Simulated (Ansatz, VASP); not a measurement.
# Two plane-wave programs on BaTiO3

File POSCAR:

```
BaTiO3
1.0
    3.9940959787      0.0000000000      0.0000000000
    0.0000000000      3.9940959787      0.0000000000
    0.0000000000      0.0000000000      3.9940959787
Ba Ti O
1 1 3
Direct
    0.5000000000      0.5000000000      0.5000000000
    0.0000000000      0.0000000000      0.0000000000
    0.5000000000      0.0000000000      0.0000000000
    0.0000000000      0.5000000000      0.0000000000
    0.0000000000      0.0000000000      0.5000000000
```

The input INCAR.step1:

```
PREC = Accurate
ENCUT = 520
EDIFF = 1E-5
ISMEAR = 0
SIGMA = 0.01
LREAL = False
LASPH = True
NELM = 60
ALGO = Normal
ISIF = 2
LWAVE = True
LCHARG = False
NBANDS = 28
GGA = PE
```

Contents of INCAR.step2:

```
PREC = Accurate
ENCUT = 520
EDIFF = 1E-6
ISMEAR = 0
SIGMA = 0.01
LREAL = False
LASPH = True
NELM = 60
ALGO = Normal
ISIF = 2
LWAVE = False
LCHARG = False
METAGGA = R2SCAN
LHFCALC = True
AEXX = 0.25
LMIXTAU = True
PRECFOCK = Fast
NBANDS = 28
ISTART = 1
```

KPOINTS

```
regular mesh
0
Gamma
  4 4 4
```

Input for Ansatz:

```yaml
crystal:
  lattice:
    - [3.9940959787, 0.0, 0.0]
    - [0.0, 3.9940959787, 0.0]
    - [0.0, 0.0, 3.9940959787]
  atoms:
    - { symbol: Ba, position: [0.5, 0.5, 0.5] }
    - { symbol: Ti, position: [0.0, 0.0, 0.0] }
    - { symbol: O, position: [0.5, 0.0, 0.0] }
    - { symbol: O, position: [0.0, 0.5, 0.0] }
    - { symbol: O, position: [0.0, 0.0, 0.5] }
kpoints:
  mp_grid: { grid: [4, 4, 4] }
  band_path:
    path: [[0.0, 0.0, 0.0], [0.0, 0.5, 0.0], [0.5, 0.5, 0.0], [0.5, 0.5, 0.5]]
    npoints: 1
hamiltonian:
  xc: r2scan0
scf:
  occupations: { method: fixed }
  n_extra_bands: 5
output:
  forces: true
  stress: true
  eigenvalues: true
```

Alike in both runs: task single point; functional r2SCAN0; k mesh 4 × 4 × 4; no spin polarisation.

|  | VASP | Ansatz |
| --- | --- | --- |
| version | VASP 6.6.1 | Ansatz 0.2.0 |
| potentials or method | VASP PAW PBE potentials, release 64 (Ba_sv, Ti_sv, O) | plane waves, PAW |
| plane-wave cutoff (eV) | 520 | 500 |
| occupations | gaussian, width 0.01 eV | fixed |
| valence electrons in the cell | 40 | 40 |

|  | VASP | Ansatz | Ansatz less VASP |
| --- | --- | --- | --- |
| gap on the k mesh at the Fermi level (eV) | 4.23 | 4.24 | +0.011 |
| pressure (GPa) | -2.1 | -3.9 | -1.83 |

VASP's potentials were made for PBE, not for r2SCAN0. Ansatz's warnings: exchange build gpu declined, exchange renewal gpu declined, stress exchange threshold loose, stress scf threshold loose.

Spin-orbit coupling is off throughout.
